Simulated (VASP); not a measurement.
# KMgF3: relaxation of cell and atoms with PBE

The system is KMgF3.

```
K Mg F
1.0
     3.98590    0.00000    0.00000
     0.00000    3.98590    0.00000
     0.00000    0.00000    3.98590
K Mg F
1 1 3
Direct
  0.50000 0.50000 0.50000
  0.00000 0.00000 0.00000
  0.50000 0.00000 0.00000
  0.00000 0.50000 0.00000
  0.00000 0.00000 0.50000
```

```json
{
 "Program": "VASP 6.6.1",
 "Task": "relaxation of cell and atoms",
 "Functional": "PBE",
 "Potentials or basis": "VASP PAW PBE potentials, release 64 (K_sv, Mg, F)",
 "Cutoff": "600 eV",
 "k mesh": "6 × 6 × 6",
 "Occupations": "fermi-dirac, width 0.02 eV",
 "Spin": "no spin polarisation",
 "Dipole correction": "no",
 "Further INCAR settings": "ALGO = Normal; EDIFF = 1e-06; IBRION = 2; EDIFFG = -0.005; NSW = 80; ISIF = 3"
}
```

```
Relaxed volume                        : 13.24 Å³/atom
Relaxed cell                          : a = 4.045 Å, b = 4.045 Å, c = 4.045 Å, α = 90.00°, β = 90.00°, γ = 90.00°
Space group after relaxing (to 0.1 Å) : Pm-3m (No. 221)
Energy gained by relaxing             : 5.5 meV/atom
Ionic steps                           : 3
Pressure after relaxing               : 0.0 GPa
Band gap on the k mesh                : 6.98 eV (least direct gap 7.30 eV)
```

The path:
```tsv
step	energy change (eV)	largest force (eV/Å)	pressure (GPa)	volume (Å³)
1	0.0000	0.0000	3.25	63.33
2	-0.0269	0.0000	0.47	65.71
3	-0.0276	0.0000	-0.02	66.18
```

Final structure:
```
K Mg F
1.0
     4.04498    0.00000    0.00000
     0.00000    4.04498    0.00000
     0.00000    0.00000    4.04498
K Mg F
1 1 3
Direct
  0.50000 0.50000 0.50000
  0.00000 0.00000 0.00000
  0.50000 0.00000 0.00000
  0.00000 0.50000 0.00000
  0.00000 0.00000 0.50000
```

Levels at points of the mesh, in eV from the valence-band top:
```csv
k point,band 14,band 15,band 16,band 17,band 18,band 19
"(0.00, 0.00, 0.00)",-0.32,-0.32,-0.32,6.98,10.02,10.02
"(0.50, 0.00, 0.00)",-0.80,-0.50,-0.50,9.84,10.00,11.00
"(0.50, 0.50, 0.00)",-0.86,-0.86,-0.02,10.65,11.48,12.22
"(0.50, 0.50, 0.50)",0.00,0.00,0.00,10.27,10.27,10.27
```

It took 91 s on 1 thread of Intel Xeon 8259CL, with other jobs on the host, peak memory 0.2 GiB.

A k mesh can miss the band edges. PBE gaps usually lie below the measured ones, often by a third to a half.
